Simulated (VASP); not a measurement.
Input of a VASP 6.6.1 run:

File INCAR:

```
  ALGO = Normal
  EDIFF = 1E-6
  ENCUT = 520
  GGA = PE
  ISIF = 2
  ISMEAR = 0
  LASPH = True
  LCHARG = False
  LREAL = False
  LWAVE = False
  NBANDS = 28
  NELM = 80
  PREC = Accurate
  SIGMA = 0.1
```

The input KPOINTS:

```
k-points
0
Gamma
  6 6 4
```

Contents of POSCAR:

```
GaSi3S2
1.0
    5.3839543800      0.0000000000      0.0000000000
   -2.6919771900      4.6626412700      0.0000000000
    0.0000000000      0.0000000000      4.5615277600
Ga Si S
1 3 2
Direct
    0.0000000000      0.0000000000      0.0000000000
    0.5000000000      0.0000000000      0.5000000000
    0.0000000000      0.5000000000      0.5000000000
    0.5000000000      0.5000000000      0.5000000000
    0.3333333300      0.6666666700      0.5000000000
    0.6666666700      0.3333333300      0.5000000000
```

Potentials or basis: VASP PAW PBE potentials, release 64 (Ga_d, Si, S).

Launch:

```bash
$ cat potpaw_PBE.64/Ga_d/POTCAR potpaw_PBE.64/Si/POTCAR potpaw_PBE.64/S/POTCAR > POTCAR
$ mpirun -np 1 vasp_std > vasp.out
```

Task: Predict the pressure.

Result: 143.6 GPa.

Stress tensor (GPa, compression positive):
```
218.82   0.00   0.00
  0.00 218.82   0.00
  0.00   0.00  -6.87
```
